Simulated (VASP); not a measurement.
Runs of VASP 6.6.1 on InSb. The structure is that of space group I-4m2 (No. 119), or close to it. The cells are those of the table. 

```tsv
cell	gap on the mesh (eV)	pressure (GPa)
a = 4.768, b = 4.768, c = 4.947 Å, angles 58.7, 58.7, 62.5°, 2 atoms	0.20	-4.2
a = 4.768, b = 4.768, c = 4.581 Å, angles 61.3, 61.3, 57.4°, 2 atoms	none	-2.2
a = 4.401, b = 4.401, c = 4.581 Å, angles 58.6, 58.6, 62.7°, 2 atoms	0.06	5.5
a = 4.595, b = 4.595, c = 4.214 Å, angles 62.7, 62.7, 54.6°, 2 atoms	none	(a)
a = 4.401, b = 4.401, c = 4.214 Å, angles 61.4, 61.4, 57.2°, 2 atoms	(c)	(b)
```

Alike in all rows: task single point; level PBEsol; potentials or basis VASP PAW PBE potentials, release 64 (In_d, Sb); no spin polarisation; k mesh 12 × 12 × 12; cutoff (eV) 520; smearing gaussian 0.15 eV.

Q: Estimate the missing entries.

A: (a) 5.6; (b) 12.2; (c) 0.47.

Caveats: the PAW data sets were made with another functional, which shifts forces and pressure a little; spin-orbit coupling is left out, which moves the levels of the heavy elements.

A k mesh can miss the band edges, and the runs leave out spin-orbit coupling on In, Sb.

A gap of «none» marks levels without a gap at the run's occupations.
